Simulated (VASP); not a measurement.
Crystal: Al2BiN.

```
N Al Bi
1.0
     3.47033    0.00000    0.00000
     0.00000    3.47033    0.00000
     0.00000    0.00000    6.41586
N Al Bi
1 2 1
Cartesian
  0.0000 0.0000 0.0000
  0.0000 1.7352 5.6125
  1.7352 0.0000 0.8034
  1.7352 1.7352 3.2079
```

```yaml
Program: VASP 6.6.1
Task: relaxation of cell and atoms
Functional: r2SCAN
Potentials_or_basis: VASP PAW PBE potentials, release 64 (N, Al, Bi_d)
Cutoff: 600 eV
k_mesh: 6 × 6 × 4
Occupations: fermi-dirac, width 0.02 eV
Spin: no spin polarisation
```

At the start: pressure -2.5 GPa; volume 19.32 Å³/atom.

Task: Where does the relaxation end?

Result: Over 24 steps the energy falls by 9.0 meV/atom and the volume is 18.33 Å³/atom (-5.1 %); space group P-4m2 (No. 115, to 0.05 Å).

Step by step:
```tsv
step	energy change (eV)	largest force (eV/Å)	pressure (GPa)	volume (Å³)
1	0.0000	0.1667	-2.50	77.27
2	-0.0159	0.0490	1.40	73.94
3	-0.0199	0.0214	0.13	74.94
4	-0.0240	0.0035	0.09	74.81
5	-0.0305	0.0956	-0.05	74.38
6	-0.0307	0.1202	-0.06	74.29
7	-0.0327	0.0999	-0.08	74.10
8	-0.0353	0.0245	0.02	73.60
9	-0.0355	0.0042	0.04	73.48
10	-0.0355	0.0201	0.11	73.33
11	-0.0355	0.0132	0.10	73.37
12	-0.0355	0.0107	-0.32	73.66
13	-0.0356	0.0135	-0.10	73.50
14	-0.0358	0.0079	-0.06	73.44
15	-0.0359	0.0256	-0.02	73.39
16	-0.0359	0.0325	-0.01	73.37
17	-0.0360	0.0338	0.05	73.30
18	-0.0360	0.0340	0.05	73.30
19	-0.0361	0.0119	-0.04	73.36
20	-0.0361	0.0076	-0.06	73.37
21	-0.0362	0.0022	0.04	73.27
22	-0.0362	0.0009	0.05	73.28
23	-0.0362	0.0003	0.03	73.30
24	-0.0362	0.0036	-0.02	73.34
```

Final structure:
```cif
data_structure
_symmetry_space_group_name_H-M 'P 1'
_symmetry_Int_Tables_number 1
_cell_length_a 3.5106
_cell_length_b 3.5106
_cell_length_c 5.9504
_cell_angle_alpha 90.000
_cell_angle_beta 90.000
_cell_angle_gamma 90.000
_cell_volume 73.34
loop_
_atom_site_label
_atom_site_type_symbol
_atom_site_fract_x
_atom_site_fract_y
_atom_site_fract_z
_atom_site_occupancy
N1 N 0.00000 0.00000 0.00000 1
Al1 Al 0.00000 0.50000 0.86885 1
Al2 Al 0.50000 0.00000 0.13115 1
Bi1 Bi 0.50000 0.50000 0.50000 1
```

Caveat: the PAW data sets were made with another functional, which shifts forces and pressure a little.
